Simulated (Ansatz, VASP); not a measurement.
**Two plane-wave programs on Ga**

The input INCAR:

```
PREC     = Accurate       # precision mode
ENCUT    = 520            # plane-wave cutoff, eV
EDIFF    = 1E-8           # SCF threshold, eV
ISMEAR   = -1             # smearing method
SIGMA    = 0.05           # smearing width, eV
LREAL    = F              # projectors in reciprocal space
LASPH    = T              # aspherical terms in the spheres
NELM     = 60             # most SCF steps
ALGO     = Normal         # electronic algorithm
ISIF     = 2              # what is computed and relaxed
LWAVE    = F              # write WAVECAR
LCHARG   = F              # write CHGCAR
GGA      = PE             # functional
LEFG     = T            
NBANDS   = 12             # bands
```

Contents of KPOINTS:

```
Automatic mesh
0
Gamma
  17 17 17
```

The input POSCAR:

```
Ga
1.0
    0.0000000000      2.1589443897      2.1589443897
    2.1589443897      0.0000000000      2.1589443897
    2.1589443897      2.1589443897      0.0000000000
Ga
1
Direct
    0.0000000000      0.0000000000      0.0000000000
```

Input for Ansatz:

```yaml
crystal:
  lattice:
    - [0.0, 2.1589443897, 2.1589443897]
    - [2.1589443897, 0.0, 2.1589443897]
    - [2.1589443897, 2.1589443897, 0.0]
  atoms:
    - { symbol: Ga, position: [0.0, 0.0, 0.0] }
kpoints:
  mp_grid: { grid: [17, 17, 17] }
scf:
  occupations: { method: fermi_dirac, width: 0.05 }
hamiltonian:
  xc: pbe
  pseudopotentials: { kind: paw }
output:
  forces: true
  stress: true
  eigenvalues: true
  efg: { contact_densities: true }
```

Change from the starting cell: volume scaled by 1.06, PAW files.

Alike in both runs: task electric field gradients; functional PBE; k mesh 17 × 17 × 17; occupations fermi-dirac, width 0.05 eV; no spin polarisation.

```csv
,VASP,Ansatz
version,VASP 6.6.1,Ansatz 0.2.0
potentials or method,"VASP PAW PBE potentials, release 64 (Ga_d)","PAW with Ansatz's default frozen-core files, scalar-relativistic"
plane-wave cutoff (eV),520,420
valence electrons in the cell,13,13
```

```tsv
	VASP	Ansatz	Ansatz less VASP
pressure (GPa)	-2.4	-2.4	-0.06
```

The functional is the same, so the differences come from potentials, cutoffs and numerics.
